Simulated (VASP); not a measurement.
Runs of VASP 6.6.1 on ZnSe. The structure is that of space group F-43m (No. 216), or close to it. The cells are those of the table. 

```tsv
level	spin	cell	k mesh	smearing	gap on the mesh (eV)	pressure (GPa)
r2SCAN	off	a = 3.981 Å, angles 60.0°, 2 atoms	8 × 8 × 8	fermi-dirac 0.05 eV	1.96	1.4
PBE	off	a = 4.008 Å, angles 60.0°, 2 atoms	8 × 8 × 8	gaussian 0.012 eV	1.29	2.3
PBE	non-collinear, zero start, SOC	a = 4.008 Å, angles 60.0°, 2 atoms	8 × 8 × 8	fermi-dirac 0.05 eV	-	(a)
PBE	off	a = 4.008 Å, angles 60.0°, 2 atoms	14 × 14 × 14	fermi-dirac 0.05 eV	1.29	2.3
```

Alike in all rows: potentials or basis VASP PAW PBE potentials, release 64 (Se, Zn); cutoff (eV) 520.

Task: Fill in the values left out.

Result: (a) 2.4.

Caveats: the PAW data sets were made with another functional, which shifts forces and pressure a little (at least some runs).

A k mesh can miss the band edges, and rows without SOC leave out spin-orbit coupling on Se.
